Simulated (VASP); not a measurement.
# BN (e600) (P6_3mc) in VASP: a series of runs

Runs on BN (e600). Level: PBEsol. Tasks: single point.

All numbers are computed with VASP 6.6.1; they aren't measurements. Logs are shortened: lines on timing, memory, paths and dates and some standing lists are left out, and cuts for length are marked.

### Step 1. The cell of the first run

Symmetry: P6_3mc, No. 186, hexagonal system. The conventional cell has a = 2.502 Å, b = 2.502 Å, c = 4.114 Å, α = 90.00°, β = 90.00°, γ = 120.00°. Within 2.0 Å of B (site symmetry 3m) lie 4 N at 1.53 to 1.54 Å. Within 2.0 Å of N (site symmetry 3m) lie 4 B at 1.53 to 1.54 Å.

### Step 2. Single point, PBEsol (strained cell)

File INCAR:

```
ALGO = Normal ; EDIFF = 1E-6
ENCUT = 520 ; GGA = PS
ISIF = 2 ; ISMEAR = 0
LASPH = True ; LCHARG = False
LREAL = False ; LWAVE = False
NBANDS = 16 ; NELM = 100
PREC = Accurate ; SIGMA = 0.02
```

File KPOINTS:

```
k-points
0
Gamma
  9 9 6
```

File POSCAR:

```
BN
1.0
    2.5024521521      0.0000000000      0.0000000000
   -1.2512260760      2.1671871355      0.0000000000
    0.0000000000      0.0000000000      4.1143985815
B N
2 2
Direct
    0.3333333333      0.6666666667     -0.0001870908
    0.6666666667      0.3333333333      0.4998129092
    0.3333333333      0.6666666667      0.3741870908
    0.6666666667      0.3333333333      0.8741870908
```

Potentials or basis: VASP PAW PBE potentials, release 64 (B, N).

The run is started by

```bash
> cat potpaw_PBE.64/B/POTCAR potpaw_PBE.64/N/POTCAR > POTCAR
> mpirun -np 1 vasp_std > vasp.out
```

OUTCAR:

```text
EDIFF = 1E-6
   ENCUT = 520
   GGA = PS
   ISIF = 2
   ISMEAR = 0
   LASPH = True
   LREAL = False
   NELM = 100
   PREC = Accurate

 ion  position               nearest neighbor table
   1  0.333  0.667  1.000-   4 1.53   4 1.53   4 1.53   3 1.54
   2  0.667  0.333  0.500-   3 1.53   3 1.53   3 1.53   4 1.54
   3  0.333  0.667  0.374-   2 1.53   2 1.53   2 1.53   1 1.54
   4  0.667  0.333  0.874-   1 1.53   1 1.53   1 1.53   2 1.54

  LATTYP: Found a hexagonal cell.
 ALAT       =     2.5024521521
 C/A-ratio  =     1.6441467534

  Lattice vectors:

 A1 = (   2.5024521521,   0.0000000000,   0.0000000000)
 A2 = (  -1.2512260760,   2.1671871355,   0.0000000000)
 A3 = (   0.0000000000,   0.0000000000,   4.1143985815)

Analysis of symmetry for initial positions (statically):
=====================================================================
 Subroutine PRICEL returns:
 Original cell was already a primitive cell.

 Routine SETGRP: Setting up the symmetry group for a
 hexagonal supercell.

 Subroutine GETGRP returns: Found 12 space group operations
 (whereof  6 operations were pure point group operations)
 out of a pool of 24 trial point group operations.

The static configuration has the point symmetry C_3v.
 The point group associated with its full space group is C_6v.

Analysis of symmetry for dynamics (positions and initial velocities):
=====================================================================
 Subroutine PRICEL returns:
 Original cell was already a primitive cell.

 Routine SETGRP: Setting up the symmetry group for a
 hexagonal supercell.

 Subroutine GETGRP returns: Found 12 space group operations
 (whereof  6 operations were pure point group operations)
 out of a pool of 24 trial point group operations.

The dynamic configuration has the point symmetry C_3v.
 The point group associated with its full space group is C_6v.

 Subroutine INISYM returns: Found 12 space group operations
 (whereof  6 operations are pure point group operations),
 and found     1 'primitive' translations

----------------------------------------------------------------------------------------

                                     Primitive cell

  volume of cell :      22.3135

  direct lattice vectors                    reciprocal lattice vectors
     2.502452152  0.000000000  0.000000000     0.399608040  0.230713810  0.000000000
    -1.251226076  2.167187135  0.000000000     0.000000000  0.461427619  0.000000000
     0.000000000  0.000000000  4.114398581     0.000000000  0.000000000  0.243048888

  length of vectors
     2.502452152  2.502452152  4.114398581     0.461427619  0.461427619  0.243048888

  position of ions in fractional coordinates (direct lattice)
     0.333333333  0.666666667  0.999812909
     0.666666667  0.333333333  0.499812909
     0.333333333  0.666666667  0.374187091
     0.666666667  0.333333333  0.874187091

  ion indices of the primitive-cell ions
   primitive index   ion index
                 1           1
                 2           2
                 3           3
                 4           4

----------------------------------------------------------------------------------------

 KPOINTS: k-points

Automatic generation of k-mesh.
 Grid dimensions read from file:
 generate k-points for:    9    9    6

 Generating k-lattice:

  Cartesian coordinates                     Fractional coordinates (reciprocal lattice)
     0.044400893  0.025634868  0.000000000     0.111111111 -0.000000000  0.000000000
     0.000000000  0.051269735  0.000000000     0.000000000  0.111111111  0.000000000
     0.000000000  0.000000000  0.040508148     0.000000000  0.000000000  0.166666667

  Length of vectors
     0.051269735  0.051269735  0.040508148

  Shift w.r.t. Gamma in fractional coordinates (k-lattice)
     0.000000000  0.000000000  0.000000000

 Subroutine IBZKPT returns following result:
 ===========================================

 Found     48 irreducible k-points:

 Following reciprocal coordinates:
            Coordinates               Weight
  0.000000  0.000000  0.000000      1.000000
  0.111111  0.000000  0.000000      6.000000
  0.222222  0.000000  0.000000      6.000000
  0.333333  0.000000  0.000000      6.000000
  0.444444  0.000000  0.000000      6.000000
  0.111111  0.111111  0.000000      6.000000
[... 16 lines left out ...]
  0.333333  0.222222  0.166667     24.000000
  0.333333  0.333333  0.166667      4.000000
 [... further k-points ...]
   k-points           NKPTS =     48   k-points in BZ     NKDIM =     48   number of bands    NBANDS=     16
   number of dos      NEDOS =    301   number of ions     NIONS =      4
   total plane-waves  NPLWV =  12800
   dimension x,y,z NGX =    20 NGY =   20 NGZ =   32
   dimension x,y,z NGXF=    40 NGYF=   40 NGZF=   64
   ions per type =               2   2
   NGX,Y,Z   is equivalent  to a cutoff of  13.29, 13.29, 12.93 a.u.
   NGXF,Y,Z  is equivalent  to a cutoff of  26.57, 26.57, 25.86 a.u.
 SYSTEM =  unknown system
   PREC   = accura    normal or accurate (medium, high low for compatibility)
   ISTART =      0    job   : 0-new  1-cont  2-samecut
   ICHARG =      2    charge: 1-file 2-atom 10-const
   ISPIN  =      1    spin polarized calculation?
   LNONCOLLINEAR =      F non collinear calculations
   LSORBIT =      F    spin-orbit coupling
   LASPH  =      T    aspherical Exc in radial PAW
   ENCUT  =  520.0 eV  38.22 Ry    6.18 a.u.   4.65  4.65  7.65*2*pi/ulx,y,z
   NELM   =    100;   NELMIN=  2; NELMDL= -5     # of ELM steps
   EDIFF  = 0.1E-05   stopping-criterion for ELM
   LREAL  =      F    real-space projection
   EDIFFG = 0.1E-04   stopping-criterion for IOM
   NSW    =      0    number of steps for IOM
   IBRION =     -1    ionic relax: 0-MD 1-quasi-New 2-CG
   NFREE  =      0    steps in history (QN), initial steepest desc. (CG)
   ISIF   =      2    stress and relaxation
   ISYM   =      2    0-nonsym 1-usesym 2-fastsym
   POTIM  = 0.5000    time-step for ionic-motion
   TEBEG  =    0.0;   TEEND  =   0.0 temperature during run
   PSTRESS=    0.0 pullay stress
   NELECT =      16.0000    total number of electrons
   NUPDOWN=      -1.0000    fix difference up-down
   EMIN   =  10.00;   EMAX   =-10.00  energy-range for DOS
   EFERMI =   0.00;   METHOD = LEGACY
   ISMEAR =     0;   SIGMA  =   0.02  broadening in eV -4-tet -1-fermi 0-gaus
   EFERMI_NEDOS =   21; number of points for ismear=-14 and -15
   IALGO  =     38    algorithm
   IMIX   =      4    mixing-type and parameters
     AMIX     =   0.40;   BMIX     =  1.00
     AMIX_MAG =   1.60;   BMIX_MAG =  1.00
  volume/ion in A,a.u.               =       5.58        37.64
  Fermi-wavevector in a.u.,A,eV,Ry     =   1.465296  2.769008 29.212957  2.147092
  Thomas-Fermi vector in A             =   2.581170
   LORBIT       =      0    0 simple, 1 ext, 2 COOP (PROOUT), +10 PAW based schemes
   GGA     = PS    functional components
   LHFCALC =     F    Hartree Fock is set to
   AEXX    =    0.0000 exact exchange contribution
   IVDW    =     0    specifies the selected vdW correction
   LEPSILON=     F    determine dielectric tensor
   LRPA    =     F    only Hartree local field effects (RPA)
 non-spin polarized calculation
 Gauss-broadening in eV      SIGMA  =   0.02
  energy-cutoff  :      520.00
  volume of cell :       22.31
 maximum number of plane-waves:       616
 NGX is ok and might be reduce to    20
   NGX =  9   NGY =  9   NGZ = 15

 number of electron      15.9999999 magnetization

 Free energy of the ion-electron system (eV)
  ---------------------------------------------------
  ext. energy  EPLUGINS =         0.00000000
  ---------------------------------------------------
  free energy    TOTEN  =       -36.53756263 eV

  energy without entropy =      -36.53756263  energy(sigma->0) =      -36.53756263

 E-fermi :   8.3965     XC(G=0): -13.2876

 val. band max:        8.2539447384   @ k =   0.0000   0.0000   0.0000
 cond. band min:      13.1239167283   @ k =   0.3333   0.3333   0.0000
 fundamental gap:      4.8699719899
 Fermi energy:         8.3964821034

 k-point     1 :       0.0000    0.0000    0.0000
  band No.  band energies     occupation
      1     -12.8557      2.00000
      2      -8.3219      2.00000
      3      -3.3022      2.00000
      4       5.9411      2.00000
      5       5.9411      2.00000
      6       7.9688      2.00000
[... 8 lines left out ...]
     15      20.5357      0.00000
     16      25.1371      0.00000

 k-point     2 :       0.1111    0.0000    0.0000
  band No.  band energies     occupation
      1     -12.5748      2.00000
      2      -8.1053      2.00000
      3      -3.0265      2.00000
      4       4.7190      2.00000
      5       5.4270      2.00000
      6       7.2512      2.00000
[... 8 lines left out ...]
     15      21.3531      0.00000
     16      24.6273      0.00000

 k-point     3 :       0.2222    0.0000    0.0000
  band No.  band energies     occupation
      1     -11.7467      2.00000
      2      -7.5144      2.00000
      3      -2.2196      2.00000
      4       2.1146      2.00000
      5       4.3929      2.00000
      6       5.0111      2.00000
[... 8 lines left out ...]
     15      23.2861      0.00000
     16      23.9375      0.00000

 k-point     4 :       0.3333    0.0000    0.0000
  band No.  band energies     occupation
      1     -10.4343      2.00000
      2      -6.8356      2.00000
      3      -1.0222      2.00000
      4      -0.3525      2.00000
      5       2.5426      2.00000
      6       3.4744      2.00000
[... 8 lines left out ...]
     15      24.9847      0.00000
     16      25.3808      0.00000
[... 324 lines left out ...]
 k-point    22 :       0.2222    0.2222    0.1667
  band No.  band energies     occupation
      1      -9.5401      2.00000
      2      -6.8578      2.00000
      3      -0.6921      2.00000
      4       0.3680      2.00000
      5       1.1837      2.00000
      6       2.4898      2.00000
[... 8 lines left out ...]
     15      24.1962      0.00000
     16      25.1732      0.00000

 k-point    23 :       0.3333    0.2222    0.1667
  band No.  band energies     occupation
      1      -8.1257      2.00000
      2      -6.7478      2.00000
      3      -1.3991      2.00000
      4      -0.1988      2.00000
      5       0.8750      2.00000
      6       2.2481      2.00000
[... 8 lines left out ...]
     15      24.8190      0.00000
     16      25.5399      0.00000

 k-point    24 :       0.3333    0.3333    0.1667
  band No.  band energies     occupation
      1      -7.1236      2.00000
      2      -7.1236      2.00000
      3      -1.4860      2.00000
      4       0.0952      2.00000
      5       0.0952      2.00000
      6       2.0194      2.00000
[... 8 lines left out ...]
     15      25.1853      0.00000
     16      25.1853      0.00000

 [... further k-points ...]
[... 5 lines left out ...]
  --------------------------------------------------------------------------------------
  -------------------------------------------------------------------------------------
  Total        2.8562539      2.8562539      3.8624048      0.0000000      0.0000000      0.0000000
  in kB      205.0873289    205.0873289    277.3318931      0.0000000      0.0000000      0.0000000
  external PRESSURE =     229.1688503 kB  Pullay stress =       0.0000000 kB

 VOLUME and BASIS-vectors are now :
 -----------------------------------------------------------------------------
  energy-cutoff  :      520.00
  volume of cell :       22.31
      direct lattice vectors                 reciprocal lattice vectors
     2.502452152  0.000000000  0.000000000     0.399608040  0.230713810  0.000000000
    -1.251226076  2.167187135  0.000000000     0.000000000  0.461427619  0.000000000
     0.000000000  0.000000000  4.114398581     0.000000000  0.000000000  0.243048888

 POSITION                                       TOTAL-FORCE (eV/Angst)
 -----------------------------------------------------------------------------------
     -0.00000      1.44479      4.11363         0.000000      0.000000      0.001803
      1.25123      0.72240      2.05643        -0.000000     -0.000000      0.001803
     -0.00000      1.44479      1.53955         0.000000     -0.000000     -0.001803
      1.25123      0.72240      3.59675        -0.000000     -0.000000     -0.001803
 -----------------------------------------------------------------------------------
    total drift:                                0.000000      0.000000     -0.000328

  FREE ENERGIE OF THE ION-ELECTRON SYSTEM (eV)
  ---------------------------------------------------
  free  energy   TOTEN  =       -36.5375626319 eV

  energy  without entropy=      -36.5375626319  energy(sigma->0) =      -36.53756263
```

Wall time 18 s (1 thread of Intel Xeon Platinum 8259CL at 2.50GHz (Skylake/Cascade Lake), shared host); peak memory 0.14 GiB.

Results:

```yaml
Free_energy: -36.5376 eV
Pressure: 22.9 GPa
Band_gap_on_the_k_mesh: 4.87 eV, indirect (least direct gap 8.43 eV)
```

Caveat: the cell differs from its parent crystal (strained cell); the PAW data sets were made with another functional, which shifts forces and pressure a little. A k mesh can miss the band edges.

### Step 3. Single point, PBEsol (strained cell)

File INCAR:

```
PREC     = Accurate       # precision mode
ENCUT    = 520            # plane-wave cutoff, eV
EDIFF    = 1E-6           # SCF threshold, eV
ISMEAR   = 0              # smearing method
SIGMA    = 0.02           # smearing width, eV
LREAL    = F              # projectors in reciprocal space
LASPH    = T              # aspherical terms in the spheres
NELM     = 80             # most SCF steps
ALGO     = Normal         # electronic algorithm
ISIF     = 2              # what is computed and relaxed
LWAVE    = F              # write WAVECAR
LCHARG   = F              # write CHGCAR
GGA      = PS             # functional
NBANDS   = 16             # bands
```

File KPOINTS:

```
Automatic mesh
0
Gamma
  9 9 6
```

File POSCAR:

```
BN
1.0
    2.5024521521      0.0000000000      0.0000000000
   -1.2512260760      2.1671871355      0.0000000000
    0.0000000000      0.0000000000      4.2404782112
B N
2 2
Direct
    0.3333333333      0.6666666667      0.0000531610
    0.6666666667      0.3333333333      0.5000531610
    0.3333333333      0.6666666667      0.3739468390
    0.6666666667      0.3333333333      0.8739468390
```

Potentials or basis: VASP PAW PBE potentials, release 64 (B, N).

The run is started by

```bash
> cat potpaw_PBE.64/B/POTCAR potpaw_PBE.64/N/POTCAR > POTCAR
> mpirun -np 1 vasp_std > vasp.out
```

Wall time 17 s (1 thread of Intel Xeon Platinum 8259CL at 2.50GHz (Skylake/Cascade Lake), shared host); peak memory 0.13 GiB.

It converged, with:

```
Free energy            : -36.5808 eV
Pressure               : 9.6 GPa
Largest force          : 0.012 eV/Å
Band gap on the k mesh : 4.78 eV, indirect (least direct gap 7.90 eV)
```

Forces on the atoms (eV/Å):
```
B    0.000  0.000  0.012
B    0.000  0.000  0.012
N    0.000  0.000 -0.012
N    0.000  0.000 -0.012
```

Stress tensor (GPa, compression positive):
```
17.80  0.00  0.00
 0.00 17.80  0.00
 0.00  0.00 -6.90
```

Levels at points of the mesh, in eV from the valence-band top:
```
           k point  band 4  band 5  band 6  band 7  band 8  band 9  band 10  band 11  band 12  band 13
(0.00, 0.00, 0.00)   -2.02   -2.02   -0.44    0.00    0.00    7.90     8.62     8.62    10.28    11.36
(0.00, 0.00, 0.50)   -6.14   -1.12   -1.12   -1.12   -1.12    9.96     9.96    10.14    10.14    10.14
```

Caveat: the cell differs from its parent crystal (strained cell); the PAW data sets were made with another functional, which shifts forces and pressure a little. A k mesh can miss the band edges.

(Continued in part 2 of 2.)
